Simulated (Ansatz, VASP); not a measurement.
Two plane-wave programs on BN

```
B N
1.0
     0.00000    1.74583    1.74583
     1.74583    0.00000    1.74583
     1.74583    1.74583    0.00000
B N
1 1
Direct
  0.00000 0.00000 0.00000
  0.50000 0.50000 0.50000
```

Alike in both runs: task single point; functional r2SCAN; k mesh 8 × 8 × 8; occupations methfessel-paxton of order 1, width 0.001 eV; no spin polarisation.

|  | VASP | Ansatz |
| --- | --- | --- |
| version | VASP 6.6.1 | Ansatz 0.2.0 |
| potentials or method | VASP PAW PBE potentials, release 64 (B, N) | plane waves |
| plane-wave cutoff (eV) | 520 | 500 |
| valence electrons in the cell | 8 | 8 |

|  | VASP | Ansatz | Ansatz less VASP |
| --- | --- | --- | --- |
| gap on the k mesh at the Fermi level (eV) | 1.48 | 1.49 | +0.010 |
| pressure (GPa) | 0.4 | 0.0 | -0.39 |

VASP's potentials were made for PBE, not for r2SCAN.
